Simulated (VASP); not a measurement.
Here is a VASP 6.6.1 calculation.

The input INCAR:

```
ALGO = Normal ; EDIFF = 1E-6
EDIFFG = -0.005 ; ENCUT = 600
IBRION = 2 ; ISIF = 3
ISMEAR = 0 ; LASPH = T
LCHARG = F ; LREAL = F
LWAVE = F ; NELM = 100
NSW = 100 ; PREC = Accurate
SIGMA = 0.02
```

Contents of KPOINTS:

```
k-points
0
Gamma
  10 10 10
```

POSCAR

```
InP
1.0
    0.0000000000      2.9519763900      2.9519763900
    2.9519763900      0.0000000000      2.9519763900
    2.9519763900      2.9519763900      0.0000000000
In P
1 1
Direct
    0.0000000000      0.0000000000      0.0000000000
    0.7500000000      0.7500000000      0.7500000000
```

Potentials or basis: VASP PAW LDA potentials, release 64 (In_d, P).

Command:

```sh
$ cat potpaw_LDA.64/In_d/POTCAR potpaw_LDA.64/P/POTCAR > POTCAR
$ mpirun -np 1 vasp_std > vasp.out
```

(1) Estimate the space group after relaxing (to 0.05 Å).

(2) Estimate the band gap on the k mesh.

(3) Predict the relaxed cell.

Answers

(1) F-43m (No. 216).

(2) 0.60 eV, direct.

(3) a = 4.122 Å, b = 4.122 Å, c = 4.122 Å, α = 60.00°, β = 60.00°, γ = 60.00°.

Caveat: spin-orbit coupling is left out, which moves the levels of the heavy elements.
